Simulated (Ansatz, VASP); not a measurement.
## Ir in VASP and in Ansatz

```xyz
1
Lattice="0.0000 1.9352 1.9352 1.9352 0.0000 1.9352 1.9352 1.9352 0.0000" Properties=species:S:1:pos:R:3 pbc="T T T"
Ir    0.0000    0.0000    0.0000
```

Alike in both runs: functional PBE; k mesh 18 × 18 × 18; occupations gaussian, width 0.1 eV; no spin polarisation.

Ansatz relaxed the structure, and its values are those at the end. VASP's run is a single point on that final structure, the one shown.

```csv
,VASP,Ansatz
version,VASP 6.6.1,Ansatz 0.2.0
potentials or method,"VASP PAW PBE potentials, release 64 (Ir), cutoff 520 eV","scalar-relativistic, plane waves, PAW"
valence electrons in the cell,9,17
```

```tsv
	VASP	Ansatz	Ansatz less VASP
gap on the k mesh at the Fermi level (eV)	none	none	-
pressure (GPa)	0.5	0.0	-0.50
```

A gap of «none» marks a metal or a gap that the smearing closes. VASP's potentials hold 9 valence electrons a cell and Ansatz's 17, so a difference there can come from the potentials and not from the codes.

Spin-orbit coupling is off throughout.
